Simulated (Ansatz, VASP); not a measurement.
## One calculation of CdS, two programs

```
CELL_PARAMETERS angstrom
0.07838 3.01759 3.01759
3.01759 0.07838 3.01759
3.01759 3.01759 0.07838
ATOMIC_POSITIONS crystal
Cd 0.00243 0.00243 0.00243
S 0.24757 0.24757 0.24757
```

Change from the starting cell: shear_111 strain +4.0%.

Alike in both runs: task single point; functional PBE; k mesh 8 × 8 × 8; occupations fermi-dirac, width 0.02 eV; no spin polarisation.

```csv
,VASP,Ansatz
version,VASP 6.6.1,Ansatz 0.2.0
potentials or method,"VASP PAW PBE potentials, release 64 (Cd, S)","plane waves, PAW"
plane-wave cutoff (eV),520,420
valence electrons in the cell,18,26
```

Ansatz gave:

```
gap on the k mesh at the Fermi level (eV)                     : 0.94
pressure (GPa)                                                : -0.8
traceless stress, the component that is largest in VASP (GPa) : -0.71
rms of the force components (eV/Å)                            : 0.001
```

Q: Estimate VASP's values.

A: gap on the k mesh at the Fermi level (eV): 0.94; pressure (GPa): -0.5; traceless stress, the component that is largest in VASP (GPa): -0.71; rms of the force components (eV/Å): 0.003.

Atom by atom the forces differ by 0.002 eV/Å (rms over components). VASP's potentials hold 18 valence electrons a cell and Ansatz's 26, so a difference there can come from the potentials and not from the codes.
